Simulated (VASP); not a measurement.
## Be2S3: relaxation of cell and atoms with PBE

Crystal: Be2S3.

```
Be S
1.0
     2.93509    1.69458    5.34231
    -2.93509    1.69458    5.34231
     0.00000   -3.38915    5.34231
Be S
4 6
Direct
  0.85218 0.85218 0.85218
  0.64782 0.64782 0.64782
  0.14782 0.14782 0.14782
  0.35218 0.35218 0.35218
  0.05625 0.44375 0.75000
  0.75000 0.05625 0.44375
  0.44375 0.75000 0.05625
  0.94375 0.55625 0.25000
  0.25000 0.94375 0.55625
  0.55625 0.25000 0.94375
```

```yaml
Program: VASP 6.6.1
Task: relaxation of cell and atoms
Functional: PBE
Potentials_or_basis: VASP PAW PBE potentials, release 64 (Be, S)
Cutoff: 600 eV
k_mesh: 6 × 6 × 6
Occupations: gaussian, width 0.1 eV
Spin: no spin polarisation
Dipole_correction: no
Further_INCAR_settings: ALGO = Normal; EDIFF = 1e-07; IBRION = 2; EDIFFG = -0.04; NSW = 90; ISIF = 3
```

```yaml
Relaxed_volume: 14.08 Å³/atom
Relaxed_cell: a = 5.786 Å, b = 5.786 Å, c = 5.786 Å, α = 61.22°, β = 61.22°, γ = 61.22°
Space_group_after_relaxing_to_0.1_Å: R-3c (No. 167)
Energy_gained_by_relaxing: 86.7 meV/atom
Ionic_steps: 19
Pressure_after_relaxing: -0.1 GPa
Largest_force_after_relaxing: 0.012 eV/Å
Band_gap_on_the_k_mesh: zero (bands 22 and 23 overlap by 1.29 eV)
```

Forces on the atoms (eV/Å):
```
Be   0.000  0.000  0.012
Be   0.000  0.000 -0.012
Be   0.000  0.000 -0.012
Be   0.000  0.000  0.012
S    0.000  0.000  0.000
S    0.000  0.000  0.000
S    0.000  0.000  0.000
S    0.000  0.000  0.000
S    0.000  0.000  0.000
S    0.000  0.000  0.000
```

Stress tensor (GPa, compression positive):
```
-0.24  0.00  0.00
 0.00 -0.24  0.00
 0.00  0.00  0.31
```

The path:
| step | energy change (eV) | largest force (eV/Å) | pressure (GPa) | volume (Å³) |
| --- | --- | --- | --- | --- |
| 1 | 0.0000 | 0.3787 | -8.36 | 159.43 |
| 2 | -0.5721 | 0.3907 | 0.18 | 140.99 |
| 3 | -0.5724 | 0.3900 | 0.43 | 140.60 |
| 4 | -0.6162 | 0.2899 | 0.42 | 140.58 |
| 5 | -0.6691 | 0.0515 | 0.78 | 140.52 |
| 6 | -0.7027 | 0.0450 | -0.61 | 142.72 |
| 7 | -0.7271 | 0.1073 | -2.29 | 145.54 |
| 8 | -0.6746 | 0.2147 | -5.28 | 151.04 |
| 9 | -0.7298 | 0.1251 | -2.68 | 146.24 |
| 10 | -0.7438 | 0.1297 | -2.75 | 146.29 |
| 11 | -0.7805 | 0.1344 | -2.95 | 146.43 |
| 12 | -0.7925 | 0.1230 | -3.29 | 146.55 |
| 13 | -0.8001 | 0.1303 | -3.15 | 146.52 |
| 14 | -0.8275 | 0.1003 | -2.35 | 145.03 |
| 15 | -0.8598 | 0.1008 | -0.32 | 141.55 |
| 16 | -0.8606 | 0.1067 | 0.07 | 140.92 |
| 17 | -0.8619 | 0.0959 | 0.06 | 140.91 |
| 18 | -0.8650 | 0.0635 | 0.02 | 140.86 |
| 19 | -0.8666 | 0.0119 | -0.06 | 140.77 |

Final structure:
```
Be S
1.0
     2.94655    1.70119    4.68038
    -2.94655    1.70119    4.68038
     0.00000   -3.40238    4.68038
Be S
4 6
Direct
  0.85654 0.85654 0.85654
  0.64346 0.64346 0.64346
  0.14346 0.14346 0.14346
  0.35654 0.35654 0.35654
  0.08146 0.41854 0.75000
  0.75000 0.08146 0.41854
  0.41854 0.75000 0.08146
  0.91854 0.58146 0.25000
  0.25000 0.91854 0.58146
  0.58146 0.25000 0.91854
```

Levels at points of the mesh, in eV from the Fermi level:
| k point | band 20 | band 21 | band 22 | band 23 | band 24 | band 25 |
| --- | --- | --- | --- | --- | --- | --- |
| (0.00, 0.00, 0.00) | 0.26 | 0.26 | 0.31 | 0.31 | 1.76 | 4.14 |
| (0.50, 0.00, 0.00) | -1.17 | -0.61 | -0.61 | 0.60 | 0.60 | 4.62 |
| (0.50, 0.50, 0.00) | -1.38 | -1.25 | -0.11 | 0.49 | 0.68 | 3.62 |
| (0.50, 0.50, 0.50) | -1.47 | -0.51 | -0.51 | -0.51 | -0.51 | 3.83 |

It took 38 min on 1 thread of Intel(R) Xeon(R) Platinum 8488C (Sapphire Rapids), on a shared host, peak memory 0.5 GiB.
